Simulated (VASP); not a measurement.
Hf3SiMo:

```xyz
5
Lattice="4.4365 0.0000 0.0000 0.0000 4.4365 0.0000 0.0000 0.0000 4.4365" Properties=species:S:1:pos:R:3 pbc="T T T"
Hf    2.2182    0.0000    2.2182
Hf    2.2182    2.2182    0.0000
Hf    0.0000    2.2182    2.2182
Si    0.0000    0.0000    0.0000
Mo    2.2182    2.2182    2.2182
```

The cell was built from a structure type or drawn by symmetry, and may not be a known phase.

| Property | Result |
| --- | --- |
| Program | VASP 6.6.1 |
| Task | relaxation of cell and atoms |
| Functional | PBE |
| Potentials or basis | VASP PAW PBE potentials, release 64 (Hf_pv, Si, Mo_sv) |
| Cutoff | 600 eV |
| k mesh | 4 × 4 × 4 |
| Occupations | gaussian, width 0.1 eV |
| Spin | no spin polarisation |

At the start: pressure 52.1 GPa; volume 17.46 Å³/atom.

Where does the relaxation end?

Over 4 steps the energy falls by 769.9 meV/atom and the volume is 24.01 Å³/atom (+37.5 %); space group Pm-3m (No. 221, to 0.1 Å) before and after.

Step by step:
| step | energy change (eV) | largest force (eV/Å) | pressure (GPa) | volume (Å³) |
| --- | --- | --- | --- | --- |
| 1 | 0.0000 | 0.0000 | 52.06 | 87.32 |
| 2 | 0.5453 | 0.0000 | -14.59 | 180.47 |
| 3 | -3.8489 | 0.0000 | -0.40 | 120.79 |
| 4 | -3.8497 | 0.0000 | 0.07 | 120.05 |

Final structure:
```
Hf Si Mo
1.0
     4.93312    0.00000    0.00000
     0.00000    4.93312    0.00000
     0.00000    0.00000    4.93312
Hf Si Mo
3 1 1
Cartesian
  2.4666 0.0000 2.4666
  2.4666 2.4666 0.0000
  0.0000 2.4666 2.4666
  0.0000 0.0000 0.0000
  2.4666 2.4666 2.4666
```

Caveat: the volume moved by over 15 % at a fixed basis, so the end points are rough.
